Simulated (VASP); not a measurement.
# CuSn2 (I4/mmm) in VASP: electric field gradients with PBE

Aim: the electric field gradients of CuSn2 with PBE.

Everything below comes from runs of VASP 6.6.1. Logs are shortened: lines on timing, memory, paths and dates and some standing lists are left out, and cuts for length are marked.

**1. The cell of the first run**

Symmetry: I4/mmm, No. 139, tetragonal system. Conventional cell: a = 3.215 Å, b = 3.215 Å, c = 12.897 Å, α = 90.00°, β = 90.00°, γ = 90.00°. Within 3.8 Å of Cu (site symmetry 4/mmm) lie 8 Sn at 2.89 Å and 4 Cu at 3.21 Å. Sn (site symmetry 4mm) has 4 Cu at 2.89 Å and 9 Sn at 3.21 to 3.68 Å within 3.8 Å.

**2. Electric field gradients, PBE**

Contents of INCAR:

```
SYSTEM = CuSn2
PREC = Accurate
ENCUT = 520
EDIFF = 1E-8
ISMEAR = -1
SIGMA = 0.15
LREAL = .False.
LASPH = .True.
NELM = 80
ALGO = Fast
ISIF = 2
LWAVE = .False.
LCHARG = .False.
GGA = PE
LEFG = .True.
NBANDS = 26
```

Contents of KPOINTS:

```
Automatic mesh
0
Gamma
  18 18 18
  0 0 0
```

Contents of POSCAR:

```
CuSn2
1.0
   -1.6073374180      1.6073374180      6.4486847970
    1.6073374180     -1.6073374180      6.4486847970
    1.6073374180      1.6073374180     -6.4486847970
Cu Sn
1 2
Direct
    0.0000000000      0.0000000000      0.0000000000
    0.3621250639      0.3621250639      0.0000000000
    0.6378749361      0.6378749361      0.0000000000
```

Potentials or basis: VASP PAW PBE potentials, release 64 (Cu, Sn_d).

The run is started by

```bash
> cat potpaw_PBE.64/Cu/POTCAR potpaw_PBE.64/Sn_d/POTCAR > POTCAR
> mpirun -np 1 vasp_std > vasp.out
```

OUTCAR:

```text
SYSTEM = CuSn2
   PREC = Accurate
   ENCUT = 520
   EDIFF = 1E-8
   ISMEAR = -1
   LREAL = .False.
   LASPH = .True.
   NELM = 80
   ISIF = 2
   GGA = PE

 ion  position               nearest neighbor table
   1  0.000  0.000  0.000-   3 2.89   3 2.89   2 2.89   3 2.89   2 2.89   2 2.89   3 2.89   2 2.89

   2  0.362  0.362  0.000-   1 2.89   1 2.89   1 2.89   1 2.89   3 3.56   3 3.68   3 3.68   3 3.68
                             3 3.68
   3  0.638  0.638  0.000-   1 2.89   1 2.89   1 2.89   1 2.89   2 3.56   2 3.68   2 3.68   2 3.68
                             2 3.68

  LATTYP: Found a body centered tetragonal cell.
 ALAT       =     3.2146748360
 C/A-ratio  =     4.0120292882

  Lattice vectors:

 A1 = (  -1.6073374180,   1.6073374180,   6.4486847970)
 A2 = (   1.6073374180,  -1.6073374180,   6.4486847970)
 A3 = (   1.6073374180,   1.6073374180,  -6.4486847970)

Analysis of symmetry for initial positions (statically):
=====================================================================
 Subroutine PRICEL returns:
 Original cell was already a primitive cell.

 Routine SETGRP: Setting up the symmetry group for a
 body centered tetragonal supercell.

 Subroutine GETGRP returns: Found 16 space group operations
 (whereof 16 operations were pure point group operations)
 out of a pool of 16 trial point group operations.

The static configuration has the point symmetry D_4h.

Analysis of symmetry for dynamics (positions and initial velocities):
=====================================================================
 Subroutine PRICEL returns:
 Original cell was already a primitive cell.

 Routine SETGRP: Setting up the symmetry group for a
 body centered tetragonal supercell.

 Subroutine GETGRP returns: Found 16 space group operations
 (whereof 16 operations were pure point group operations)
 out of a pool of 16 trial point group operations.

The dynamic configuration has the point symmetry D_4h.

 Subroutine INISYM returns: Found 16 space group operations
 (whereof 16 operations are pure point group operations),
 and found     1 'primitive' translations

----------------------------------------------------------------------------------------

                                     Primitive cell

  volume of cell :      66.6416

  direct lattice vectors                    reciprocal lattice vectors
    -1.607337418  1.607337418  6.448684797     0.000000000  0.311073453  0.077535190
     1.607337418 -1.607337418  6.448684797     0.311073453  0.000000000  0.077535190
     1.607337418  1.607337418 -6.448684797     0.311073453  0.311073453  0.000000000

  length of vectors
     6.837587496  6.837587496  6.837587496     0.320590703  0.320590703  0.439924295

  position of ions in fractional coordinates (direct lattice)
     0.000000000  0.000000000  0.000000000
     0.362125064  0.362125064  0.000000000
     0.637874936  0.637874936  0.000000000

  ion indices of the primitive-cell ions
   primitive index   ion index
                 1           1
                 2           2
                 3           3

----------------------------------------------------------------------------------------

 KPOINTS: Automatic mesh

Automatic generation of k-mesh.
 Grid dimensions read from file:
 generate k-points for:   18   18   18

 Generating k-lattice:

  Cartesian coordinates                     Fractional coordinates (reciprocal lattice)
     0.000000000  0.017281858  0.004307511     0.055555556 -0.000000000  0.000000000
     0.017281858  0.000000000  0.004307511    -0.000000000  0.055555556  0.000000000
     0.017281858  0.017281858  0.000000000     0.000000000  0.000000000  0.055555556

  Length of vectors
     0.017810595  0.017810595  0.024440239

  Shift w.r.t. Gamma in fractional coordinates (k-lattice)
     0.000000000  0.000000000  0.000000000

 Subroutine IBZKPT returns following result:
 ===========================================

 Found    480 irreducible k-points:

 Following reciprocal coordinates:
            Coordinates               Weight
  0.000000  0.000000  0.000000      1.000000
  0.055556 -0.000000  0.000000      8.000000
  0.111111 -0.000000  0.000000      8.000000
  0.166667  0.000000  0.000000      8.000000
  0.222222  0.000000  0.000000      8.000000
  0.277778  0.000000 -0.000000      8.000000
[... 16 lines left out ...]
 -0.277778  0.055556  0.000000     16.000000
 -0.222222  0.055556  0.000000     16.000000
 [... further k-points ...]
   k-points           NKPTS =    480   k-points in BZ     NKDIM =    480   number of bands    NBANDS=     26
   number of dos      NEDOS =    301   number of ions     NIONS =      3
   total plane-waves  NPLWV = 157464
   dimension x,y,z NGX =    54 NGY =   54 NGZ =   54
   dimension x,y,z NGXF=   108 NGYF=  108 NGZF=  108
   ions per type =               1   2
   NGX,Y,Z   is equivalent  to a cutoff of  13.13, 13.13, 13.13 a.u.
   NGXF,Y,Z  is equivalent  to a cutoff of  26.26, 26.26, 26.26 a.u.
 SYSTEM =  CuSn2
   PREC   = accura    normal or accurate (medium, high low for compatibility)
   ISTART =      0    job   : 0-new  1-cont  2-samecut
   ICHARG =      2    charge: 1-file 2-atom 10-const
   ISPIN  =      1    spin polarized calculation?
   LNONCOLLINEAR =      F non collinear calculations
   LSORBIT =      F    spin-orbit coupling
   LASPH  =      T    aspherical Exc in radial PAW
   ENCUT  =  520.0 eV  38.22 Ry    6.18 a.u.  12.71 12.71 12.71*2*pi/ulx,y,z
   NELM   =     80;   NELMIN=  2; NELMDL= -5     # of ELM steps
   EDIFF  = 0.1E-07   stopping-criterion for ELM
   LREAL  =      F    real-space projection
   EDIFFG = 0.1E-06   stopping-criterion for IOM
   NSW    =      0    number of steps for IOM
   IBRION =     -1    ionic relax: 0-MD 1-quasi-New 2-CG
   NFREE  =      0    steps in history (QN), initial steepest desc. (CG)
   ISIF   =      2    stress and relaxation
   ISYM   =      2    0-nonsym 1-usesym 2-fastsym
   POTIM  = 0.5000    time-step for ionic-motion
   TEBEG  =    0.0;   TEEND  =   0.0 temperature during run
   PSTRESS=    0.0 pullay stress
   NELECT =      39.0000    total number of electrons
   NUPDOWN=      -1.0000    fix difference up-down
   EMIN   =  10.00;   EMAX   =-10.00  energy-range for DOS
   EFERMI =   0.00;   METHOD = LEGACY
   ISMEAR =    -1;   SIGMA  =   0.15  broadening in eV -4-tet -1-fermi 0-gaus
   EFERMI_NEDOS =   21; number of points for ismear=-14 and -15
   IALGO  =     68    algorithm
   IMIX   =      4    mixing-type and parameters
     AMIX     =   0.40;   BMIX     =  1.00
     AMIX_MAG =   1.60;   BMIX_MAG =  1.00
  volume/ion in A,a.u.               =      22.21       149.91
  Fermi-wavevector in a.u.,A,eV,Ry     =   1.369350  2.587697 25.512566  1.875121
  Thomas-Fermi vector in A             =   2.495234
   LORBIT       =      0    0 simple, 1 ext, 2 COOP (PROOUT), +10 PAW based schemes
   GGA     = PE    functional components
   LHFCALC =     F    Hartree Fock is set to
   AEXX    =    0.0000 exact exchange contribution
   IVDW    =     0    specifies the selected vdW correction
   LEPSILON=     F    determine dielectric tensor
   LRPA    =     F    only Hartree local field effects (RPA)
 non-spin polarized calculation
 RMM-DIIS sequential band-by-band and
  energy-cutoff  :      520.00
  volume of cell :       66.64
 maximum number of plane-waves:      1819
 NGX is ok and might be reduce to    54
   NGX = 25   NGY = 25   NGZ = 25

 number of electron      38.9999995 magnetization

 Free energy of the ion-electron system (eV)
  ---------------------------------------------------
  ext. energy  EPLUGINS =         0.00000000
  ---------------------------------------------------
  free energy    TOTEN  =       -11.18051343 eV

  energy without entropy =      -11.08878483  energy(sigma->0) =      -11.13464913

 E-fermi :   7.9204     XC(G=0): -10.7497

 val. band max:        7.9152074781   @ k =   0.2778   0.2222   0.0556
 cond. band min:       7.9236080943   @ k =   0.2222   0.1111   0.0556
 fundamental gap:      0.0084006162
 Fermi energy:         7.9203586126

 k-point     1 :       0.0000    0.0000    0.0000
  band No.  band energies     occupation
      1     -13.6414      2.00000
      2     -13.6321      2.00000
      3     -13.5373      2.00000
      4     -13.5008      2.00000
      5     -13.4296      2.00000
      6     -13.4296      2.00000
[... 685 lines left out ...]
     25      16.0717      0.00000
     26      16.9261      0.00000

 [... further k-points ...]

------------------------ aborting loop because EDIFF is reached ----------------------------------------

  FORCE on cell =-STRESS in cart. coord.  units (eV):
  Direction    XX          YY          ZZ          XY          YZ          ZX
  --------------------------------------------------------------------------------------
  -------------------------------------------------------------------------------------
  Total        0.0169342      0.0169342      0.0113341      0.0000000      0.0000000      0.0000000
  in kB        0.4071274      0.4071274      0.2724904      0.0000000      0.0000000      0.0000000
  external PRESSURE =       0.3622484 kB  Pullay stress =       0.0000000 kB

 VOLUME and BASIS-vectors are now :
 -----------------------------------------------------------------------------
  energy-cutoff  :      520.00
  volume of cell :       66.64
      direct lattice vectors                 reciprocal lattice vectors
    -1.607337418  1.607337418  6.448684797     0.000000000  0.311073453  0.077535190
     1.607337418 -1.607337418  6.448684797     0.311073453  0.000000000  0.077535190
     1.607337418  1.607337418 -6.448684797     0.311073453  0.311073453  0.000000000

 POSITION                                       TOTAL-FORCE (eV/Angst)
 -----------------------------------------------------------------------------------
      0.00000      0.00000      0.00000        -0.000000     -0.000000      0.000000
      0.00000      0.00000      4.67046        -0.000000     -0.000000     -0.015790
      0.00000      0.00000      8.22691         0.000000      0.000000      0.015790
 -----------------------------------------------------------------------------------
    total drift:                               -0.000000     -0.000000      0.000000

  FREE ENERGIE OF THE ION-ELECTRON SYSTEM (eV)
  ---------------------------------------------------
  free  energy   TOTEN  =       -11.1805134304 eV

  energy  without entropy=      -11.0887848278  energy(sigma->0) =      -11.13464913

 Electric field gradients (V/A^2)
---------------------------------------------------------------------
 ion       V_xx      V_yy      V_zz      V_xy      V_xz      V_yz
---------------------------------------------------------------------
   1       1.230     1.230    -2.459    -0.003    -0.002    -0.002
   2      -0.494    -0.494     0.988     0.001    -0.000    -0.000
   3      -0.494    -0.494     0.988     0.001    -0.000    -0.000
---------------------------------------------------------------------

 Electric field gradients after diagonalization (V/A^2)
 (convention: |V_zz| > |V_xx| > |V_yy|)
----------------------------------------------------------------------
 ion       V_xx      V_yy      V_zz     asymmetry (V_yy - V_xx)/ V_zz
----------------------------------------------------------------------
   1       1.233     1.227    -2.459       0.002
   2      -0.495    -0.494     0.988       0.001
   3      -0.495    -0.494     0.988       0.001
----------------------------------------------------------------------

           NMR quadrupolar parameters

 Cq : quadrupolar parameter    Cq=e*Q*V_zz/h
 eta: asymmetry parameters     (V_yy - V_xx)/ V_zz
 Q  : nuclear electric quadrupole moment in mb (millibarn)
----------------------------------------------------------------------
 ion       Cq(MHz)       eta       Q (mb)
----------------------------------------------------------------------
   1      -0.006       0.002       1.000
   2       0.002       0.001       1.000
   3       0.002       0.001       1.000
----------------------------------------------------------------------
```

Wall time 54 min (1 thread of Intel Xeon 6975P-C (Granite Rapids), shared host); peak memory 0.98 GiB.

What came out:

- Free energy: -11.1805 eV
- Pressure: 0.0 GPa
- Largest force: 0.016 eV/Å
- Band gap on the k mesh: zero (an odd number of electrons rules out a gap without spin polarisation)
- Largest electric field gradient by atom: Cu -2.5; Sn +1.0 V/Å²

Forces on the atoms (eV/Å):
```
Cu   0.000  0.000  0.000
Sn   0.000  0.000 -0.016
Sn   0.000  0.000  0.016
```

Levels at points of the mesh, in eV from the Fermi level:
```tsv
k point	band 16	band 17	band 18	band 19	band 20	band 21	band 22	band 23	band 24	band 25
(0.00, 0.00, 0.00)	-3.05	-2.95	-2.82	3.17	4.31	4.31	4.96	4.96	6.48	7.99
(0.50, 0.00, 0.00)	-3.10	-2.95	-2.84	-2.35	-0.95	1.10	4.68	6.63	7.11	7.59
(0.50, 0.50, 0.00)	-3.02	-2.58	-2.27	-2.24	-0.94	0.52	0.52	1.90	2.26	3.24
(0.50, 0.50, 0.50)	-3.04	-2.82	-1.86	-1.08	3.53	3.53	6.54	6.54	7.44	7.58
```

Electric field gradients, principal values (V/Å²):
| atom | least | middle | greatest (by size) |
| --- | --- | --- | --- |
| 1 Cu | 1.227 | 1.233 | -2.459 |
| 2 Sn | -0.494 | -0.495 | 0.988 |
| 3 Sn | -0.494 | -0.495 | 0.988 |

Caveat: without QUAD_EFG the Cq values of the log hold for a quadrupole moment of 1 mb, not for the nuclei; spin-orbit coupling is left out, which moves the levels of the heavy elements.
